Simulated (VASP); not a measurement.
Input of a VASP 6.6.1 run:

The input INCAR:

```
PREC = Accurate
ENCUT = 520
EDIFF = 1E-7
ISMEAR = 0
SIGMA = 0.01
LREAL = F
LASPH = T
NELM = 80
ALGO = Normal
ISIF = 2
LWAVE = F
LCHARG = F
GGA = PE
IVDW = 12
NBANDS = 28
```

File KPOINTS:

```
regular mesh
0
Gamma
  10 10 8
```

POSCAR

```
SnSe
1.0
    2.0832770935     -5.6276137457      0.0000000000
    2.0832770935      5.6276137457      0.0000000000
    0.0000000000      0.0000000000      4.1470203463
Sn Se
2 2
Direct
    0.8810961226      0.1189038774      0.2500000000
    0.1189038774      0.8810961226      0.7500000000
    0.6397962363      0.3602037637      0.2500000000
    0.3602037637      0.6397962363      0.7500000000
```

Potentials or basis: VASP PAW PBE potentials, release 64 (Sn_d, Se).

Launch:

```sh
$ cat potpaw_PBE.64/Sn_d/POTCAR potpaw_PBE.64/Se/POTCAR > POTCAR
$ mpirun -np 1 vasp_std > vasp.out
```

Problem. Estimate the largest force.

Solution. 0.019 eV/Å.

Problem. Estimate the dispersion energy per atom.

Solution. -0.398 eV.

Stress tensor (GPa, compression positive):
```
2.99 0.00 0.00
0.00 3.16 0.00
0.00 0.00 2.98
```
